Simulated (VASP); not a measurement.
Sc: electric field gradients with LDA

Sc:

```
Sc
1.0
    -3.08801    3.08801    2.70624
     3.08801   -3.08801    2.70624
     3.08801    3.08801   -2.70624
Sc
4
Direct
  0.16373 0.33627 0.50000
  0.66373 0.16373 0.82746
  0.33627 0.83627 0.17254
  0.83627 0.66373 0.50000
```

- Program: VASP 6.6.1
- Task: electric field gradients
- Functional: LDA
- Potentials or basis: VASP PAW LDA potentials, release 64 (Sc_sv)
- Cutoff: 520 eV
- k mesh: 8 × 8 × 8
- Occupations: fermi-dirac, width 0.08 eV
- Spin: no spin polarisation
- Dipole correction: no
- Further INCAR settings: ALGO = Normal; EDIFF = 1e-08; NBANDS = 30

```yaml
Pressure: -4.1 GPa
Largest_force: 0.035 eV/Å
Band_gap_on_the_k_mesh: zero (bands 22 and 23 overlap by 0.62 eV)
Largest_electric_field_gradient_by_atom: Sc +7.0 V/Å²
```

Forces on the atoms (eV/Å):
```
Sc   0.025 -0.025  0.000
Sc  -0.025 -0.025  0.000
Sc   0.025  0.025  0.000
Sc  -0.025  0.025  0.000
```

Stress tensor (GPa, compression positive):
```
-3.97  0.00  0.00
 0.00 -3.97  0.00
 0.00  0.00 -4.43
```

Levels at points of the mesh, in eV from the Fermi level:
| k point | band 18 | band 19 | band 20 | band 21 | band 22 | band 23 | band 24 | band 25 | band 26 | band 27 |
| --- | --- | --- | --- | --- | --- | --- | --- | --- | --- | --- |
| (0.00, 0.00, 0.00) | -0.84 | -0.68 | -0.42 | -0.33 | -0.33 | 0.24 | 0.93 | 0.93 | 1.33 | 1.33 |
| (0.50, 0.00, 0.00) | -2.52 | -1.13 | -1.13 | -0.10 | -0.10 | 0.67 | 0.67 | 0.81 | 0.81 | 1.31 |
| (0.50, 0.50, 0.00) | -2.50 | -0.59 | -0.51 | -0.45 | -0.45 | -0.34 | 0.96 | 1.02 | 1.14 | 1.36 |
| (0.50, 0.50, 0.50) | -1.74 | -1.61 | -0.97 | -0.75 | 0.28 | 0.52 | 0.62 | 0.62 | 0.92 | 1.05 |

Electric field gradients, principal values (V/Å²):
```
atom   least  middle  greatest (by size)
1 Sc  -0.566  -6.389               6.955
2 Sc  -0.566  -6.389               6.955
3 Sc  -0.566  -6.389               6.955
4 Sc  -0.566  -6.389               6.955
```

It took 5.5 min on 1 thread of Intel Xeon 8259CL, with other jobs on the host, peak memory 0.28 GiB.

Caveat: the cell stands under tension; without QUAD_EFG the Cq values of the log hold for a quadrupole moment of 1 mb, not for the nuclei.
